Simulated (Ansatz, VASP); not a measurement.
F in VASP and in Ansatz

```
F
1.0
     2.47041   -1.61564    0.11651
     2.47041    1.61564    0.11651
    -0.26474    0.00000    6.52922
F
4
Direct
  0.59418 0.90464 0.59644
  0.09536 0.40582 0.90356
  0.40582 0.09536 0.40356
  0.90464 0.59418 0.09644
```

Alike in both runs: task single point; functional r2SCAN; k mesh 10 × 10 × 4; no spin polarisation.

|  | VASP | Ansatz |
| --- | --- | --- |
| version | VASP 6.6.1 | Ansatz 0.2.0 |
| potentials or method | VASP PAW PBE potentials, release 64 (F) | plane waves, PAW |
| plane-wave cutoff (eV) | 520 | 500 |
| occupations | gaussian, width 0.01 eV | fixed |
| valence electrons in the cell | 28 | 28 |

|  | VASP | Ansatz | Ansatz less VASP |
| --- | --- | --- | --- |
| gap on the k mesh at the Fermi level (eV) | 3.72 | 3.81 | +0.088 |
| pressure (GPa) | 1.6 | 0.7 | -0.89 |
| traceless stress, the component that is largest in VASP (GPa) | 2.17 | -0.17 | -2.334 |
| rms of the force components (eV/Å) | 0.316 | 0.018 | -0.2978 |

VASP's potentials were made for PBE, not for r2SCAN. Atom by atom the forces differ by 0.334 eV/Å (rms over components).
